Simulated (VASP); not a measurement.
# Sb (I4/mmm) in VASP: further runs

Sb is run at these levels: PBEsol; tasks: electric field gradients.

All numbers are computed with VASP 6.6.1; they aren't measurements. Logs are shortened: lines on timing, memory, paths and dates and some standing lists are left out, and cuts for length are marked.

### Step 1. The cell of the first run

The structure is tetragonal, space group I4/mmm (No. 139). The conventional cell has a = 3.070 Å, b = 3.070 Å, c = 4.960 Å, α = 90.00°, β = 90.00°, γ = 90.00°. Sb (site symmetry 4/mmm) has 12 Sb at 3.07 to 3.30 Å within 4.0 Å.

### Step 2. Electric field gradients, PBEsol (equal xx and yy strain of +2 %)

Input file INCAR:

```
  PREC = Accurate
  ENCUT = 520
  EDIFF = 1E-8
  ISMEAR = -1
  SIGMA = 0.05
  LREAL = False
  LASPH = True
  NELM = 80
  ALGO = Normal
  ISIF = 2
  LWAVE = False
  LCHARG = False
  GGA = PS
  LEFG = True
  NBANDS = 8
```

Input file KPOINTS:

```
regular mesh
0
Gamma
  19 19 19
```

Input file POSCAR:

```
Sb
1.0
   -1.5351000000      1.5351000000      2.4800000000
    1.5351000000     -1.5351000000      2.4800000000
    1.5351000000      1.5351000000     -2.4800000000
Sb
1
Direct
    0.0000000000      0.0000000000      0.0000000000
```

Potentials or basis: VASP PAW PBE potentials, release 64 (Sb).

Run with:

```bash
cat potpaw_PBE.64/Sb/POTCAR > POTCAR
mpirun -np 1 vasp_std > vasp.out
```

OUTCAR:

```text
PREC = Accurate
   ENCUT = 520
   EDIFF = 1E-8
   ISMEAR = -1
   LREAL = False
   LASPH = True
   NELM = 80
   ISIF = 2
   GGA = PS

 ion  position               nearest neighbor table
   1  0.000  0.000  0.000-

  LATTYP: Found a body centered tetragonal cell.
 ALAT       =     3.0702000000
 C/A-ratio  =     1.6155299329

  Lattice vectors:

 A1 = (  -1.5351000000,   1.5351000000,   2.4800000000)
 A2 = (   1.5351000000,  -1.5351000000,   2.4800000000)
 A3 = (   1.5351000000,   1.5351000000,  -2.4800000000)

Analysis of symmetry for initial positions (statically):
=====================================================================
 Subroutine PRICEL returns:
 Original cell was already a primitive cell.

 Routine SETGRP: Setting up the symmetry group for a
 body centered tetragonal supercell.

 Subroutine GETGRP returns: Found 16 space group operations
 (whereof 16 operations were pure point group operations)
 out of a pool of 16 trial point group operations.

The static configuration has the point symmetry D_4h.

Analysis of symmetry for dynamics (positions and initial velocities):
=====================================================================
 Subroutine PRICEL returns:
 Original cell was already a primitive cell.

 Routine SETGRP: Setting up the symmetry group for a
 body centered tetragonal supercell.

 Subroutine GETGRP returns: Found 16 space group operations
 (whereof 16 operations were pure point group operations)
 out of a pool of 16 trial point group operations.

The dynamic configuration has the point symmetry D_4h.

 Subroutine INISYM returns: Found 16 space group operations
 (whereof 16 operations are pure point group operations),
 and found     1 'primitive' translations

----------------------------------------------------------------------------------------

                                     Primitive cell

  volume of cell :      23.3768

  direct lattice vectors                    reciprocal lattice vectors
    -1.535100000  1.535100000  2.480000000     0.000000000  0.325711680  0.201612903
     1.535100000 -1.535100000  2.480000000     0.325711680  0.000000000  0.201612903
     1.535100000  1.535100000 -2.480000000     0.325711680  0.325711680  0.000000000

[... 111 lines left out ...]
   LRPA    =     F    only Hartree local field effects (RPA)
 non-spin polarized calculation
  energy-cutoff  :      520.00
  volume of cell :       23.38
 maximum number of plane-waves:       646
 NGX is ok and might be reduce to    28
   NGX = 13   NGY = 13   NGZ = 13

 number of electron       5.0000000 magnetization

 Free energy of the ion-electron system (eV)
  ---------------------------------------------------
  ext. energy  EPLUGINS =         0.00000000
  ---------------------------------------------------
  free energy    TOTEN  =        -4.22846975 eV

  energy without entropy =       -4.22390949  energy(sigma->0) =       -4.22618962

 E-fermi :  10.3724     XC(G=0): -10.9519

 val. band max:       10.3722108412   @ k =  -0.2632   0.4211   0.0526
 cond. band min:      10.3747356072   @ k =  -0.3684  -0.3684   0.2105
 fundamental gap:      0.0025247660
 Fermi energy:        10.3723872867

 k-point     1 :       0.0000    0.0000    0.0000
  band No.  band energies     occupation
      1      -3.8065      2.00000
      2      16.5992      0.00000
      3      16.7764      0.00000
      4      16.7764      0.00000
      5      20.4015      0.00000
      6      20.7657      0.00000
      7      21.2844      0.00000
      8      21.2844      0.00000
[... 243 lines left out ...]
 k-point    24 :      -0.2632    0.0526    0.0000
  band No.  band energies     occupation
      1      -2.3490      2.00000
      2       9.6896      2.00000
      3      14.1742      0.00000
      4      16.0759      0.00000
      5      18.8045      0.00000
      6      20.6194      0.00000
      7      21.8778      0.00000
      8      22.7416      0.00000

 [... further k-points ...]
[... 5 lines left out ...]
  --------------------------------------------------------------------------------------
  -------------------------------------------------------------------------------------
  Total        1.5139727      1.5139727      1.4903478      0.0000000     -0.0000000      0.0000000
  in kB      103.7632609    103.7632609    102.1440810      0.0000000     -0.0000000      0.0000000
  external PRESSURE =     103.2235343 kB  Pullay stress =       0.0000000 kB

 VOLUME and BASIS-vectors are now :
 -----------------------------------------------------------------------------
  energy-cutoff  :      520.00
  volume of cell :       23.38
      direct lattice vectors                 reciprocal lattice vectors
    -1.535100000  1.535100000  2.480000000     0.000000000  0.325711680  0.201612903
     1.535100000 -1.535100000  2.480000000     0.325711680  0.000000000  0.201612903
     1.535100000  1.535100000 -2.480000000     0.325711680  0.325711680  0.000000000

 POSITION                                       TOTAL-FORCE (eV/Angst)
 -----------------------------------------------------------------------------------
      0.00000      0.00000      0.00000        -0.000000     -0.000000      0.000000
 -----------------------------------------------------------------------------------
    total drift:                                0.000000      0.000000     -0.000000

  FREE ENERGIE OF THE ION-ELECTRON SYSTEM (eV)
  ---------------------------------------------------
  free  energy   TOTEN  =        -4.2284697526 eV

  energy  without entropy=       -4.2239094869  energy(sigma->0) =       -4.22618962

 Electric field gradients (V/A^2)
---------------------------------------------------------------------
 ion       V_xx      V_yy      V_zz      V_xy      V_xz      V_yz
---------------------------------------------------------------------
   1     -16.251   -16.251    32.502     0.000    -0.000    -0.000
---------------------------------------------------------------------

 Electric field gradients after diagonalization (V/A^2)
 (convention: |V_zz| > |V_xx| > |V_yy|)
----------------------------------------------------------------------
 ion       V_xx      V_yy      V_zz     asymmetry (V_yy - V_xx)/ V_zz
----------------------------------------------------------------------
   1     -16.251   -16.251    32.502       0.000
----------------------------------------------------------------------

           NMR quadrupolar parameters

 Cq : quadrupolar parameter    Cq=e*Q*V_zz/h
 eta: asymmetry parameters     (V_yy - V_xx)/ V_zz
 Q  : nuclear electric quadrupole moment in mb (millibarn)
----------------------------------------------------------------------
 ion       Cq(MHz)       eta       Q (mb)
----------------------------------------------------------------------
   1       0.079       0.000       1.000
----------------------------------------------------------------------
```

Wall time 3.7 min (1 thread of AMD EPYC 7R13, shared host); peak memory 0.21 GiB.

What came out:

| Quantity | Value |
| --- | --- |
| Free energy | -4.2285 eV |
| Pressure | 10.3 GPa |

Stress tensor (GPa, compression positive):
```
10.38  0.00  0.00
 0.00 10.38  0.00
 0.00  0.00 10.21
```

Electric field gradients, principal values (V/Å²):
| atom | least | middle | greatest (by size) |
| --- | --- | --- | --- |
| 1 Sb | -16.251 | -16.251 | 32.502 |

Caveat: the cell differs from its parent crystal (equal xx and yy strain of +2 %); without QUAD_EFG the Cq values of the log hold for a quadrupole moment of 1 mb, not for the nuclei; the PAW data sets were made with another functional, which shifts forces and pressure a little; spin-orbit coupling is left out, which moves the levels of the heavy elements.

### Step 3. Electric field gradients, PBEsol (volume scaled by 0.99)

Input file INCAR:

```
SYSTEM = Sb
PREC     = Accurate       ! precision mode
ENCUT    = 520            ! plane-wave cutoff, eV
EDIFF    = 1E-8           ! SCF threshold, eV
ISMEAR   = -1             ! smearing method
SIGMA    = 0.05           ! smearing width, eV
LREAL    = .FALSE.        ! projectors in reciprocal space
LASPH    = .TRUE.         ! aspherical terms in the spheres
NELM     = 80             ! most SCF steps
ALGO     = Normal         ! electronic algorithm
ISIF     = 2              ! what is computed and relaxed
LWAVE    = .FALSE.        ! write WAVECAR
LCHARG   = .FALSE.        ! write CHGCAR
GGA      = PS             ! functional
LEFG     = .TRUE.       
NBANDS   = 8              ! bands
```

Input file KPOINTS:

```
regular mesh
0
G
  19 19 19
  0 0 0
```

Input file POSCAR:

```
Sb
1.0
   -1.4999665176      1.4999665176      2.4717056237
    1.4999665176     -1.4999665176      2.4717056237
    1.4999665176      1.4999665176     -2.4717056237
Sb
1
Direct
    0.0000000000      0.0000000000      0.0000000000
```

Potentials or basis: VASP PAW PBE potentials, release 64 (Sb).

Run with:

```bash
cat potpaw_PBE.64/Sb/POTCAR > POTCAR
mpirun -np 1 vasp_std > vasp.out
```

OUTCAR:

```text
SYSTEM = Sb
   PREC = Accurate
   ENCUT = 520
   EDIFF = 1E-8
   ISMEAR = -1
   LREAL = .FALSE.
   LASPH = .TRUE.
   NELM = 80
   ISIF = 2
   GGA = PS

 ion  position               nearest neighbor table
   1  0.000  0.000  0.000-

  LATTYP: Found a body centered tetragonal cell.
 ALAT       =     2.9999330352
 C/A-ratio  =     1.6478405316

  Lattice vectors:

 A1 = (  -1.4999665176,   1.4999665176,   2.4717056237)
 A2 = (   1.4999665176,  -1.4999665176,   2.4717056237)
 A3 = (   1.4999665176,   1.4999665176,  -2.4717056237)

Analysis of symmetry for initial positions (statically):
=====================================================================
 Subroutine PRICEL returns:
 Original cell was already a primitive cell.

 Routine SETGRP: Setting up the symmetry group for a
 body centered tetragonal supercell.

 Subroutine GETGRP returns: Found 16 space group operations
 (whereof 16 operations were pure point group operations)
 out of a pool of 16 trial point group operations.

The static configuration has the point symmetry D_4h.

Analysis of symmetry for dynamics (positions and initial velocities):
=====================================================================
 Subroutine PRICEL returns:
 Original cell was already a primitive cell.

 Routine SETGRP: Setting up the symmetry group for a
 body centered tetragonal supercell.

 Subroutine GETGRP returns: Found 16 space group operations
 (whereof 16 operations were pure point group operations)
 out of a pool of 16 trial point group operations.

The dynamic configuration has the point symmetry D_4h.

 Subroutine INISYM returns: Found 16 space group operations
 (whereof 16 operations are pure point group operations),
 and found     1 'primitive' translations
[... 145 lines left out ...]
 Fermi energy:        11.1455711180

 k-point     1 :       0.0000    0.0000    0.0000
  band No.  band energies     occupation
      1      -3.5263      2.00000
      2      17.6903      0.00000
      3      17.9469      0.00000
      4      17.9469      0.00000
      5      21.3078      0.00000
      6      21.5568      0.00000
      7      22.3199      0.00000
      8      22.3199      0.00000
[... 243 lines left out ...]
 k-point    24 :      -0.2632    0.0526    0.0000
  band No.  band energies     occupation
      1      -1.9918      2.00000
      2      10.4621      2.00000
      3      15.0164      0.00000
      4      17.2707      0.00000
      5      19.5060      0.00000
      6      21.4964      0.00000
      7      23.0649      0.00000
      8      23.7288      0.00000

 [... further k-points ...]
[... 5 lines left out ...]
  --------------------------------------------------------------------------------------
  -------------------------------------------------------------------------------------
  Total        2.4285905      2.4285905      2.0970922      0.0000000      0.0000000      0.0000000
  in kB      174.9222316    174.9222316    151.0456559      0.0000000      0.0000000      0.0000000
  external PRESSURE =     166.9633730 kB  Pullay stress =       0.0000000 kB

 VOLUME and BASIS-vectors are now :
 -----------------------------------------------------------------------------
  energy-cutoff  :      520.00
  volume of cell :       22.24
      direct lattice vectors                 reciprocal lattice vectors
    -1.499966518  1.499966518  2.471705624     0.000000000  0.333340774  0.202289462
     1.499966518 -1.499966518  2.471705624     0.333340774  0.000000000  0.202289462
     1.499966518  1.499966518 -2.471705624     0.333340774  0.333340774  0.000000000

 POSITION                                       TOTAL-FORCE (eV/Angst)
 -----------------------------------------------------------------------------------
      0.00000      0.00000      0.00000         0.000000     -0.000000     -0.000000
 -----------------------------------------------------------------------------------
    total drift:                                0.000000     -0.000000      0.000000

  FREE ENERGIE OF THE ION-ELECTRON SYSTEM (eV)
  ---------------------------------------------------
  free  energy   TOTEN  =        -4.1317523721 eV

  energy  without entropy=       -4.1274889832  energy(sigma->0) =       -4.12962068

 Electric field gradients (V/A^2)
---------------------------------------------------------------------
 ion       V_xx      V_yy      V_zz      V_xy      V_xz      V_yz
---------------------------------------------------------------------
   1     -19.251   -19.251    38.503    -0.000    -0.000    -0.000
---------------------------------------------------------------------

 Electric field gradients after diagonalization (V/A^2)
 (convention: |V_zz| > |V_xx| > |V_yy|)
----------------------------------------------------------------------
 ion       V_xx      V_yy      V_zz     asymmetry (V_yy - V_xx)/ V_zz
----------------------------------------------------------------------
   1     -19.252   -19.251    38.503       0.000
----------------------------------------------------------------------

           NMR quadrupolar parameters

 Cq : quadrupolar parameter    Cq=e*Q*V_zz/h
 eta: asymmetry parameters     (V_yy - V_xx)/ V_zz
 Q  : nuclear electric quadrupole moment in mb (millibarn)
----------------------------------------------------------------------
 ion       Cq(MHz)       eta       Q (mb)
----------------------------------------------------------------------
   1       0.093       0.000       1.000
----------------------------------------------------------------------
```

Wall time 24 s (1 thread of Intel Xeon 6975P-C (Granite Rapids), shared host); peak memory 0.21 GiB.

Results:

| Item | Value |
| --- | --- |
| Free energy | -4.1318 eV |
| Pressure | 16.7 GPa |

Stress tensor (GPa, compression positive):
```
17.49  0.00  0.00
 0.00 17.49  0.00
 0.00  0.00 15.10
```

Levels at points of the mesh, in eV from the Fermi level:
```
           k point  band 1  band 2  band 3  band 4  band 5
(0.00, 0.00, 0.00)  -14.67    6.54    6.80    6.80   10.16
```

Electric field gradients, principal values (V/Å²):
```
atom    least   middle  greatest (by size)
1 Sb  -19.251  -19.252              38.503
```

Caveat: without QUAD_EFG the Cq values of the log hold for a quadrupole moment of 1 mb, not for the nuclei; the PAW data sets were made with another functional, which shifts forces and pressure a little; spin-orbit coupling is left out, which moves the levels of the heavy elements.

(Continued in part 2 of 2.)
